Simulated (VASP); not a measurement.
# Mo (Im-3m) in VASP: notebook

Mo is run at these levels: PBEsol; tasks: single point.

All numbers are computed with VASP 6.6.1; they aren't measurements. Logs are shortened: lines on timing, memory, paths and dates and some standing lists are left out, and cuts for length are marked.

**1. The cell of the first run**

Symmetry: Im-3m, No. 229, cubic system. The conventional cell has a = 3.083 Å, b = 3.083 Å, c = 3.083 Å, α = 90.00°, β = 90.00°, γ = 90.00°. Mo (site symmetry m-3m) has 14 Mo at 2.67 to 3.08 Å within 3.5 Å.

**2. Single point, PBEsol**

Input file INCAR:

```
PREC     = Accurate       # precision mode
ENCUT    = 520            # plane-wave cutoff, eV
EDIFF    = 1E-6           # SCF threshold, eV
ISMEAR   = -1             # smearing method
SIGMA    = 0.1            # smearing width, eV
LREAL    = F              # projectors in reciprocal space
LASPH    = T              # aspherical terms in the spheres
NELM     = 60             # most SCF steps
ALGO     = Normal         # electronic algorithm
ISIF     = 2              # what is computed and relaxed
LWAVE    = F              # write WAVECAR
LCHARG   = T              # write CHGCAR
GGA      = PS             # functional
LELF     = T              # ELF
LVHAR    = T            
NBANDS   = 13             # bands
```

Input file KPOINTS:

```
Automatic mesh
0
Gamma
  10 10 10
```

Input file POSCAR:

```
Mo
1.0
   -1.5412954772      1.5412954772      1.5412954772
    1.5412954772     -1.5412954772      1.5412954772
    1.5412954772      1.5412954772     -1.5412954772
Mo
1
Direct
    0.0000000000      0.0000000000      0.0000000000
```

Potentials or basis: VASP PAW PBE potentials, release 64 (Mo_sv).

Launch:

```console
> cat potpaw_PBE.64/Mo_sv/POTCAR > POTCAR
> mpirun -np 1 vasp_std > vasp.out
```

OUTCAR:

```text
PREC = Accurate
   ENCUT = 520
   EDIFF = 1E-6
   ISMEAR = -1
   LREAL = F
   LASPH = T
   NELM = 60
   ISIF = 2
   GGA = PS

 ion  position               nearest neighbor table
   1  0.000  0.000  0.000-

  LATTYP: Found a body centered cubic cell.
 ALAT       =     3.0825909544

  Lattice vectors:

 A1 = (  -1.5412954772,   1.5412954772,   1.5412954772)
 A2 = (   1.5412954772,  -1.5412954772,   1.5412954772)
 A3 = (   1.5412954772,   1.5412954772,  -1.5412954772)

Analysis of symmetry for initial positions (statically):
=====================================================================
 Subroutine PRICEL returns:
 Original cell was already a primitive cell.

 Routine SETGRP: Setting up the symmetry group for a
 body centered cubic supercell.

 Subroutine GETGRP returns: Found 48 space group operations
 (whereof 48 operations were pure point group operations)
 out of a pool of 48 trial point group operations.

The static configuration has the point symmetry O_h .

Analysis of symmetry for dynamics (positions and initial velocities):
=====================================================================
 Subroutine PRICEL returns:
 Original cell was already a primitive cell.

 Routine SETGRP: Setting up the symmetry group for a
 body centered cubic supercell.

 Subroutine GETGRP returns: Found 48 space group operations
 (whereof 48 operations were pure point group operations)
 out of a pool of 48 trial point group operations.

The dynamic configuration has the point symmetry O_h .

 Subroutine INISYM returns: Found 48 space group operations
 (whereof 48 operations are pure point group operations),
 and found     1 'primitive' translations

----------------------------------------------------------------------------------------

                                     Primitive cell

  volume of cell :      14.6460

  direct lattice vectors                    reciprocal lattice vectors
    -1.541295477  1.541295477  1.541295477     0.000000000  0.324402431  0.324402431
     1.541295477 -1.541295477  1.541295477     0.324402431  0.000000000  0.324402431
     1.541295477  1.541295477 -1.541295477     0.324402431  0.324402431  0.000000000

  length of vectors
     2.669602076  2.669602076  2.669602076     0.458774318  0.458774318  0.458774318

  position of ions in fractional coordinates (direct lattice)
     0.000000000  0.000000000  0.000000000

  ion indices of the primitive-cell ions
   primitive index   ion index
                 1           1

----------------------------------------------------------------------------------------

 KPOINTS: Automatic mesh

Automatic generation of k-mesh.
 Grid dimensions read from file:
 generate k-points for:   10   10   10

 Generating k-lattice:

  Cartesian coordinates                     Fractional coordinates (reciprocal lattice)
     0.000000000  0.032440243  0.032440243     0.100000000  0.000000000  0.000000000
     0.032440243  0.000000000  0.032440243     0.000000000  0.100000000  0.000000000
     0.032440243  0.032440243  0.000000000     0.000000000  0.000000000  0.100000000

  Length of vectors
     0.045877432  0.045877432  0.045877432

  Shift w.r.t. Gamma in fractional coordinates (k-lattice)
     0.000000000  0.000000000  0.000000000

 Subroutine IBZKPT returns following result:
 ===========================================

 Found     47 irreducible k-points:

 Following reciprocal coordinates:
            Coordinates               Weight
  0.000000  0.000000  0.000000      1.000000
  0.100000  0.000000  0.000000     12.000000
  0.200000  0.000000  0.000000     12.000000
  0.300000  0.000000  0.000000     12.000000
  0.400000  0.000000  0.000000     12.000000
  0.500000  0.000000  0.000000      6.000000
[... 16 lines left out ...]
  0.300000  0.300000  0.100000      8.000000
 -0.300000  0.300000  0.100000     24.000000
 [... further k-points ...]
   k-points           NKPTS =     47   k-points in BZ     NKDIM =     47   number of bands    NBANDS=     13
   number of dos      NEDOS =    301   number of ions     NIONS =      1
   total plane-waves  NPLWV =   8000
   dimension x,y,z NGX =    20 NGY =   20 NGZ =   20
   dimension x,y,z NGXF=    40 NGYF=   40 NGZF=   40
   ions per type =               1
   NGX,Y,Z   is equivalent  to a cutoff of  12.45, 12.45, 12.45 a.u.
   NGXF,Y,Z  is equivalent  to a cutoff of  24.91, 24.91, 24.91 a.u.
 SYSTEM =  unknown system
   PREC   = accura    normal or accurate (medium, high low for compatibility)
   ISTART =      0    job   : 0-new  1-cont  2-samecut
   ICHARG =      2    charge: 1-file 2-atom 10-const
   ISPIN  =      1    spin polarized calculation?
   LNONCOLLINEAR =      F non collinear calculations
   LSORBIT =      F    spin-orbit coupling
   LASPH  =      T    aspherical Exc in radial PAW
   ENCUT  =  520.0 eV  38.22 Ry    6.18 a.u.   4.96  4.96  4.96*2*pi/ulx,y,z
   NELM   =     60;   NELMIN=  2; NELMDL= -5     # of ELM steps
   EDIFF  = 0.1E-05   stopping-criterion for ELM
   LREAL  =      F    real-space projection
   EDIFFG = 0.1E-04   stopping-criterion for IOM
   NSW    =      0    number of steps for IOM
   IBRION =     -1    ionic relax: 0-MD 1-quasi-New 2-CG
   NFREE  =      0    steps in history (QN), initial steepest desc. (CG)
   ISIF   =      2    stress and relaxation
   ISYM   =      2    0-nonsym 1-usesym 2-fastsym
   POTIM  = 0.5000    time-step for ionic-motion
   TEBEG  =    0.0;   TEEND  =   0.0 temperature during run
   PSTRESS=    0.0 pullay stress
   NELECT =      14.0000    total number of electrons
   NUPDOWN=      -1.0000    fix difference up-down
   EMIN   =  10.00;   EMAX   =-10.00  energy-range for DOS
   EFERMI =   0.00;   METHOD = LEGACY
   ISMEAR =    -1;   SIGMA  =   0.10  broadening in eV -4-tet -1-fermi 0-gaus
   EFERMI_NEDOS =   21; number of points for ismear=-14 and -15
   IALGO  =     38    algorithm
   IMIX   =      4    mixing-type and parameters
     AMIX     =   0.40;   BMIX     =  1.00
     AMIX_MAG =   1.60;   BMIX_MAG =  1.00
  volume/ion in A,a.u.               =      14.65        98.84
  Fermi-wavevector in a.u.,A,eV,Ry     =   1.612668  3.047500 35.384641  2.600698
  Thomas-Fermi vector in A             =   2.707861
   LORBIT       =      0    0 simple, 1 ext, 2 COOP (PROOUT), +10 PAW based schemes
   GGA     = PS    functional components
   LHFCALC =     F    Hartree Fock is set to
   AEXX    =    0.0000 exact exchange contribution
   IVDW    =     0    specifies the selected vdW correction
   LEPSILON=     F    determine dielectric tensor
   LRPA    =     F    only Hartree local field effects (RPA)
 non-spin polarized calculation
  energy-cutoff  :      520.00
  volume of cell :       14.65
 maximum number of plane-waves:       410
   NGX =  9   NGY =  9   NGZ =  9

 number of electron      13.9999997 magnetization

 Free energy of the ion-electron system (eV)
  ---------------------------------------------------
  ext. energy  EPLUGINS =         0.00000000
  ---------------------------------------------------
  free energy    TOTEN  =       -11.74846639 eV

  energy without entropy =      -11.72165188  energy(sigma->0) =      -11.73505913

 E-fermi :  13.6458     XC(G=0): -13.8973

 val. band max:       13.6404555746   @ k =  -0.2000   0.2000   0.1000
 cond. band min:      13.6488725308   @ k =  -0.3000   0.3000   0.3000
 fundamental gap:      0.0084169563
 Fermi energy:        13.6457962844

 k-point     1 :       0.0000    0.0000    0.0000
  band No.  band energies     occupation
      1     -47.6491      2.00000
      2     -20.7692      2.00000
      3     -20.7692      2.00000
      4     -20.7692      2.00000
      5       6.0529      2.00000
      6      12.0521      2.00000
      7      12.0521      2.00000
      8      12.0521      2.00000
      9      15.3190      0.00000
     10      15.3190      0.00000
     11      28.4345      0.00000
     12      28.4345      0.00000
     13      28.4345      0.00000

 k-point     2 :       0.1000    0.0000    0.0000
  band No.  band energies     occupation
      1     -47.6169      2.00000
      2     -20.9472      2.00000
      3     -20.8234      2.00000
      4     -20.7709      2.00000
      5       6.5191      2.00000
      6      11.7835      2.00000
      7      11.9938      2.00000
      8      12.5046      1.99998
      9      14.9560      0.00000
     10      15.3269      0.00000
     11      28.7802      0.00000
     12      29.2338      0.00000
     13      29.3895      0.00000

 k-point     3 :       0.2000    0.0000    0.0000
  band No.  band energies     occupation
      1     -47.5316      2.00000
      2     -21.3987      2.00000
      3     -20.9629      2.00000
      4     -20.7753      2.00000
      5       7.6183      2.00000
      6      11.1502      2.00000
      7      11.7904      2.00000
      8      13.8002      0.35180
      9      14.6519      0.00009
     10      15.4041      0.00000
     11      29.0545      0.00000
     12      30.7278      0.00000
     13      31.4350      0.00000
[... 305 lines left out ...]
 k-point    23 :       0.3000    0.3000    0.1000
  band No.  band energies     occupation
      1     -47.2733      2.00000
      2     -21.8826      2.00000
      3     -21.8826      2.00000
      4     -21.1518      2.00000
      5       9.5584      2.00000
      6      11.2365      2.00000
      7      11.2365      2.00000
      8      16.0589      0.00000
      9      16.0589      0.00000
     10      24.0642      0.00000
     11      24.8480      0.00000
     12      24.8480      0.00000
     13      29.0410      0.00000

 k-point    24 :      -0.3000    0.3000    0.1000
  band No.  band energies     occupation
      1     -47.3984      2.00000
      2     -21.9069      2.00000
      3     -21.1917      2.00000
      4     -20.9090      2.00000
      5       8.6520      2.00000
      6      10.9270      2.00000
      7      11.7628      2.00000
      8      14.1121      0.01871
      9      15.5806      0.00000
     10      16.4786      0.00000
     11      28.1886      0.00000
     12      30.1851      0.00000
     13      34.3196      0.00000

 [... further k-points ...]

------------------------ aborting loop because EDIFF is reached ----------------------------------------

  FORCE on cell =-STRESS in cart. coord.  units (eV):
  Direction    XX          YY          ZZ          XY          YZ          ZX
  --------------------------------------------------------------------------------------
  -------------------------------------------------------------------------------------
  Total        1.2907582      1.2907582      1.2907582      0.0000000      0.0000000      0.0000000
  in kB      141.2009978    141.2009978    141.2009978      0.0000000      0.0000000      0.0000000
  external PRESSURE =     141.2009978 kB  Pullay stress =       0.0000000 kB

 VOLUME and BASIS-vectors are now :
 -----------------------------------------------------------------------------
  energy-cutoff  :      520.00
  volume of cell :       14.65
      direct lattice vectors                 reciprocal lattice vectors
    -1.541295477  1.541295477  1.541295477     0.000000000  0.324402431  0.324402431
     1.541295477 -1.541295477  1.541295477     0.324402431  0.000000000  0.324402431
     1.541295477  1.541295477 -1.541295477     0.324402431  0.324402431  0.000000000

 POSITION                                       TOTAL-FORCE (eV/Angst)
 -----------------------------------------------------------------------------------
      0.00000      0.00000      0.00000        -0.000000      0.000000     -0.000000
 -----------------------------------------------------------------------------------
    total drift:                                0.000000     -0.000000      0.000000

  FREE ENERGIE OF THE ION-ELECTRON SYSTEM (eV)
  ---------------------------------------------------
  free  energy   TOTEN  =       -11.7484663850 eV

  energy  without entropy=      -11.7216518761  energy(sigma->0) =      -11.73505913
```

Wall time 7.2 s (1 thread of AMD EPYC 7R43 (Zen 3), shared host); peak memory 0.09 GiB.

Results:

| Quantity | Value |
| --- | --- |
| Free energy | -11.7485 eV |
| Pressure | 14.1 GPa |
| Band gap on the k mesh | zero (band 7 reaches 17.95 eV, above the bottom of band 8 at 12.05 eV) |

Caveat: the PAW data sets were made with another functional, which shifts forces and pressure a little.

**3. Single point, PBEsol**

This run uses another cell than the first one, of 15.11 Å³/atom, 1.032 times its volume.

Input file INCAR:

```
PREC = Accurate
ENCUT = 520
EDIFF = 1E-7
ISMEAR = -1
SIGMA = 0.1
LREAL = False
LASPH = True
NELM = 100
ALGO = Normal
ISIF = 2
LWAVE = False
LCHARG = False
GGA = PS
NBANDS = 13
```

Input file KPOINTS:

```
regular mesh
0
Gamma
  10 10 10
```

Input file POSCAR:

```
Mo
1.0
   -1.5575208325      1.5575208325      1.5575208325
    1.5575208325     -1.5575208325      1.5575208325
    1.5575208325      1.5575208325     -1.5575208325
Mo
1
Direct
    0.0000000000      0.0000000000      0.0000000000
```

Potentials or basis: VASP PAW PBE potentials, release 64 (Mo_sv).

Launch:

```console
> cat potpaw_PBE.64/Mo_sv/POTCAR > POTCAR
> mpirun -np 1 vasp_std > vasp.out
```

Run time: 7.4 s. Hardware: 1 thread of AMD EPYC 7R43 (Zen 3), shared host; peak memory 0.09 GiB.

Results (log left out):

```yaml
Free_energy: -11.7752 eV
Pressure: 4.3 GPa
Band_gap_on_the_k_mesh: zero (band 7 reaches 17.24 eV, above the bottom of band 8 at 11.59 eV)
```

Levels at points of the mesh, in eV from the Fermi level:
```csv
k point,band 3,band 4,band 5,band 6,band 7,band 8,band 9,band 10,band 11,band 12
"(0.00, 0.00, 0.00)",-34.48,-34.48,-7.49,-1.52,-1.52,-1.52,1.63,1.63,14.76,14.76
"(0.50, 0.00, 0.00)",-34.98,-34.49,-5.65,-3.66,1.65,1.68,2.34,4.94,11.90,12.08
"(0.50, 0.50, 0.50)",-35.56,-35.56,-5.82,-5.82,4.13,4.13,4.13,9.19,9.19,9.19
```

Caveat: the PAW data sets were made with another functional, which shifts forces and pressure a little.

**4. Single point, PBEsol**

This run uses another cell than the first one, of 15.58 Å³/atom, 1.064 times its volume.

Input file INCAR:

```
SYSTEM = Mo
PREC = Accurate ; ENCUT = 520
EDIFF = 1E-6 ; ISMEAR = -1
SIGMA = 0.1 ; LREAL = .FALSE.
LASPH = .TRUE. ; NELM = 60
ALGO = Normal ; ISIF = 2
LWAVE = .FALSE. ; LCHARG = .FALSE.
GGA = PS ; NBANDS = 13
```

Input file KPOINTS:

```
Automatic mesh
0
G
  10 10 10
  0 0 0
```

Input file POSCAR:

```
Mo
1.0
   -1.5734150000      1.5734150000      1.5734150000
    1.5734150000     -1.5734150000      1.5734150000
    1.5734150000      1.5734150000     -1.5734150000
Mo
1
Direct
    0.0000000000      0.0000000000      0.0000000000
```

Launch:

```console
> cat potpaw_PBE.64/Mo_sv/POTCAR > POTCAR
> mpirun -np 1 vasp_std > vasp.out
```

Run time: 6.7 s. Hardware: 1 thread of AMD EPYC 7R43 (Zen 3), shared host; peak memory 0.09 GiB.

The run converged. Its results:

```
Free energy            : -11.7753 eV
Pressure               : -4.1 GPa
Band gap on the k mesh : zero (band 7 reaches 16.56 eV, above the bottom of band 8 at 11.15 eV)
```

Levels at points of the mesh, in eV from the Fermi level:
| k point | band 4 | band 5 | band 6 | band 7 | band 8 | band 9 | band 10 | band 11 |
| --- | --- | --- | --- | --- | --- | --- | --- | --- |
| (0.00, 0.00, 0.00) | -34.54 | -7.38 | -1.45 | -1.45 | -1.45 | 1.58 | 1.58 | 14.73 |
| (0.50, 0.00, 0.00) | -34.55 | -5.45 | -3.50 | 1.53 | 1.62 | 2.25 | 4.73 | 11.61 |
| (0.50, 0.50, 0.50) | -35.52 | -5.57 | -5.57 | 3.96 | 3.96 | 3.96 | 8.96 | 8.96 |

Caveat: the PAW data sets were made with another functional, which shifts forces and pressure a little.

**5. The runs side by side**

| cell | gap on the mesh (eV) | pressure (GPa) |
| --- | --- | --- |
| a = 2.670 Å, angles 109.5°, 1 atom | none | 14.1 |
| a = 2.698 Å, angles 109.5°, 1 atom | none | 4.3 |
| a = 2.725 Å, angles 109.5°, 1 atom | none | -4.1 |

Alike in all rows: task single point; level PBEsol; potentials or basis VASP PAW PBE potentials, release 64 (Mo_sv); no spin polarisation; k mesh 10 × 10 × 10; cutoff (eV) 520; smearing fermi-dirac 0.1 eV.

Caveats: the PAW data sets were made with another functional, which shifts forces and pressure a little.

Total energies depend on the potentials used, so only differences within one code and one set of settings carry meaning.
